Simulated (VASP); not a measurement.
Runs of VASP 6.6.1 on PCS4. The structure is that of space group P4/mmm (No. 123), or close to it. The cells are those of the table. 

```csv
task,potentials or basis,cell,k mesh,cutoff (eV),second run,gap on the mesh (eV),pressure (GPa),relaxed volume (Å³/atom),largest force (eV/Å)
single point,"VASP PAW PBE potentials, release 64 (P, C, S)","a = 3.290, b = 3.290, c = 12.621 Å, 6 atoms",6 × 6 × 2,520,-,none,-16.5,-,0.65
relaxation of cell and atoms,"VASP PAW PBE potentials, release 64 (P, C, S)","relaxed from a = 3.290, b = 3.290, c = 12.621 Å, 6 atoms",6 × 6 × 2,600,-,none,0.0,15.59,-
relaxation of cell and atoms,"VASP PAW PBE potentials, release 64 (P, C, S)","relaxed from a = 3.027, b = 3.027, c = 10.031 Å, 6 atoms",12 × 12 × 4,600,-,none,0.0,15.39,0.01
single point,"VASP PAW PBE potentials, release 64 (P, C, S)","a = 3.069, b = 3.069, c = 9.879 Å, 6 atoms",12 × 12 × 4,520,-,none,-0.2,-,(c)
single point,"VASP PAW PBE potentials, release 64 (P, C, S)","a = 3.027, b = 3.027, c = 10.031 Å, 6 atoms",6 × 6 × 2,520,-,none,(a),-,(b)
single point,"VASP PAW PBE potentials, release 64 (P, C_h, S)","a = 3.069, b = 3.069, c = 9.879 Å, 6 atoms",12 × 12 × 4,910,hard_potentials,none,-0.2,-,0.13
```

Alike in all rows: level PBE+D3(BJ); no spin polarisation; smearing gaussian 0.1 eV.

Problem. Estimate the missing entries.

Solution. (a) -0.3; (b) 0.14; (c) 0.12.

Caveats: pairwise dispersion overbinds metals, which lowers pressure and volume; the volume moved by over 15 % at a fixed basis, so the end points are rough (some runs); the cutoff is under 1.25 times the usual one of these potentials, so pressure, stress and relaxed cells hold a basis-set (Pulay) error (some runs).

A gap of «none» marks levels without a gap at the run's occupations.
